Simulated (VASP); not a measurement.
# TaTlH4: relaxation of cell and atoms with PBE

The system is TaTlH4.

```
Ta Tl H
1.0
     4.20577    0.00000    0.00000
     0.00000    4.20577    0.00000
     0.00000    0.00000    5.94786
Ta Tl H
1 1 4
Direct
  0.50000 0.50000 0.50000
  0.00000 0.00000 0.00000
  0.50000 0.00000 0.25000
  0.00000 0.50000 0.75000
  0.50000 0.00000 0.75000
  0.00000 0.50000 0.25000
```

```json
{"Program": "VASP 6.6.1", "Task": "relaxation of cell and atoms", "Functional": "PBE", "Potentials or basis": "VASP PAW PBE potentials, release 64 (Ta_sv_GW, Tl_d, H)", "Cutoff": "500 eV", "k mesh": "4 × 4 × 4", "Occupations": "gaussian, width 0.1 eV", "Spin": "no spin polarisation", "Dipole correction": "no", "Further INCAR settings": "ALGO = Normal; EDIFF = 1e-07; IBRION = 2; EDIFFG = -0.04; NSW = 90; ISIF = 3"}
```

```yaml
Relaxed_volume: 11.60 Å³/atom
Relaxed_cell: a = 3.102 Å, b = 3.102 Å, c = 7.237 Å, α = 90.00°, β = 90.00°, γ = 90.00°
Space_group_after_relaxing_to_0.1_Å: P4/mmm (No. 123)
Pressure_after_relaxing: 0.0 GPa
Largest_force_after_relaxing: 0.030 eV/Å
Band_gap_on_the_k_mesh: zero (bands 15 and 16 overlap by 1.99 eV)
```

Forces in eV/Å, atoms in the order of the input:
```
Ta   0.000  0.000  0.000
Tl   0.000  0.000  0.000
H    0.000  0.000 -0.030
H    0.000  0.000  0.030
H    0.000  0.000  0.030
H    0.000  0.000 -0.030
```

Stress tensor (GPa, compression positive):
```
 0.30  0.00  0.00
 0.00  0.30  0.00
 0.00  0.00 -0.54
```

Final structure:
```cif
data_structure
_symmetry_space_group_name_H-M 'P 1'
_symmetry_Int_Tables_number 1
_cell_length_a 3.1016
_cell_length_b 3.1016
_cell_length_c 7.2368
_cell_angle_alpha 90.000
_cell_angle_beta 90.000
_cell_angle_gamma 90.000
_cell_volume 69.62
loop_
_atom_site_label
_atom_site_type_symbol
_atom_site_fract_x
_atom_site_fract_y
_atom_site_fract_z
_atom_site_occupancy
Ta1 Ta 0.50000 0.50000 0.50000 1
Tl1 Tl 0.00000 0.00000 0.00000 1
H1 H 0.50000 0.00000 0.34122 1
H2 H 0.00000 0.50000 0.65878 1
H3 H 0.50000 0.00000 0.65878 1
H4 H 0.00000 0.50000 0.34122 1
```

Levels at points of the mesh, in eV from the Fermi level:
```
           k point  band 12  band 13  band 14  band 15  band 16  band 17  band 18  band 19
(0.00, 0.00, 0.00)    -5.49    -4.57    -0.55     1.70     1.93     1.93     2.69     3.94
(0.50, 0.00, 0.00)    -5.24    -2.78    -2.06    -1.73     0.83     1.72     2.37     3.40
(0.50, 0.50, 0.00)    -2.67    -2.67    -2.41    -1.07     0.83     1.69     1.69     4.34
(0.00, 0.00, 0.50)    -4.58    -3.74    -1.72     1.73     1.91     1.91     2.68     3.94
(0.50, 0.00, 0.50)    -4.07    -3.67    -3.07    -0.03     0.02     1.72     2.37     3.77
(0.50, 0.50, 0.50)    -2.42    -2.42    -2.26    -1.37     0.85     1.42     1.42     5.12
```

It took 11 min on 1 thread of Intel(R) Xeon(R) Platinum 8259CL CPU @ 2.50GHz (Skylake/Cascade Lake), on a shared host, peak memory 0.27 GiB.

Caveat: the k points lie up to 0.51 Å⁻¹ apart in the final cell, too coarse for converged energies and pressures of a metal; the volume moved by over 15 % at a fixed basis, so the end points are rough; spin-orbit coupling is left out, which moves the levels of the heavy elements.
